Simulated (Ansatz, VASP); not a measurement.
**MnO: VASP beside Ansatz**

```
CELL_PARAMETERS angstrom
0.00000 2.37998 2.37998
2.37998 0.00000 2.37998
2.37998 2.37998 0.00000
ATOMIC_POSITIONS crystal
Mn 0.00000 0.00000 0.00000
O 0.25000 0.25000 0.25000
```

Change from the starting cell: volume scaled by 0.975, PAW files.

Alike in both runs: task electric field gradients; functional PBE; k mesh 14 × 14 × 14; occupations fermi-dirac, width 0.05 eV; collinear spin.

|  | VASP | Ansatz |
| --- | --- | --- |
| version | VASP 6.6.1 | Ansatz 0.2.0 |
| potentials or method | VASP PAW PBE potentials, release 64 (Mn_pv, O) | PAW with Ansatz's default frozen-core files, scalar-relativistic |
| plane-wave cutoff (eV) | 520 | 420 |
| valence electrons in the cell | 19 | 21 |

```tsv
	VASP	Ansatz	Ansatz less VASP
pressure (GPa)	3.3	2.9	-0.41
net moment per atom (μB)	2.49	2.49	0.000
size of the moment on the site where the two differ most (μB)	4.41	3.95	-0.462
```

Site moments also hang on the region over which each program counts them. VASP's potentials hold 19 valence electrons a cell and Ansatz's 21, so a difference there can come from the potentials and not from the codes.
